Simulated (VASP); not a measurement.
HfPb3: single point with PBE

The system is HfPb3.

```
Hf Pb
1.0
     4.79613    0.00000    0.00000
     0.00000    4.79613    0.00000
     0.00000    0.00000    4.79613
Hf Pb
1 3
Cartesian
  0.0000 0.0000 0.0000
  0.0000 2.3981 2.3981
  2.3981 0.0000 2.3981
  2.3981 2.3981 0.0000
```

- Program: VASP 6.6.1
- Task: single point
- Functional: PBE
- Potentials or basis: VASP PAW PBE potentials, release 64 (Hf_pv, Pb_d)
- Cutoff: 520 eV
- k mesh: 10 × 10 × 10
- Occupations: gaussian, width 0.1 eV
- Spin: no spin polarisation
- Dipole correction: no
- Further INCAR settings: ALGO = Fast; EDIFF = 1e-06; NBANDS = 34

```json
{"Pressure": "-0.2 GPa", "Band gap on the k mesh": "zero (bands 26 and 27 overlap by 0.80 eV)"}
```

Levels at points of the mesh, in eV from the Fermi level:
```
           k point  band 23  band 24  band 25  band 26  band 27  band 28  band 29  band 30
(0.00, 0.00, 0.00)    -3.02    -3.02     0.04     0.56     0.56     0.56     0.73     0.73
(0.50, 0.00, 0.00)    -2.60    -1.95    -1.73    -0.24    -0.24     0.57     0.86     1.09
(0.50, 0.50, 0.00)    -1.59    -1.59    -1.12     0.09     0.09     0.37     0.40     0.79
(0.50, 0.50, 0.50)    -3.76    -3.76    -3.76    -1.11     1.18     1.18     1.64     1.64
```

Run time: 4.4 min on 1 thread of AMD EPYC 9R14 (Zen 4), on a shared host, peak memory 0.29 GiB.

Caveat: spin-orbit coupling is left out, which moves the levels of the heavy elements.
